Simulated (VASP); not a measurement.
## KTaO3: single point with PBE

The system is KTaO3.

```
K Ta O
1.0
     4.02312    0.00000    0.00000
     0.00000    4.02312    0.00000
     0.00000    0.00000    4.02312
K Ta O
1 1 3
Cartesian
  2.0116 2.0116 2.0116
  0.0000 0.0000 0.0000
  2.0116 0.0000 0.0000
  0.0000 2.0116 0.0000
  0.0000 0.0000 2.0116
```

- Program: VASP 6.6.1
- Task: single point
- Functional: PBE
- Potentials or basis: VASP PAW PBE potentials, release 64 (K_sv, Ta_sv_GW, O)
- Cutoff: 600 eV
- k mesh: 8 × 8 × 8
- Occupations: gaussian, width 0.02 eV
- Spin: non-collinear spin, zero start, spin-orbit coupling
- Starting moments: [[0.0, 0.0, 0.0], [0.0, 0.0, 0.0], [0.0, 0.0, 0.0], [0.0, 0.0, 0.0], [0.0, 0.0, 0.0]] μB
- Dipole correction: no
- Further INCAR settings: ALGO = Normal; EDIFF = 1e-06; NBANDS = 55

The pressure is 0.3 GPa, the net moment is 0.00 μB per cell and the valence electrons inside the program's atomic spheres are K 7.61; Ta 11.46; O 5.07.

Moments on the atoms (μB; x, y, z):
```
K   0.00 0.00 0.00
Ta  0.00 0.00 0.00
O   0.00 0.00 0.00
O   0.00 0.00 0.00
O   0.00 0.00 0.00
```

Wall time 5.7 min on 1 thread of Intel(R) Xeon(R) Platinum 8259CL CPU @ 2.50GHz (Skylake/Cascade Lake) (shared host), peak memory 0.47 GiB.
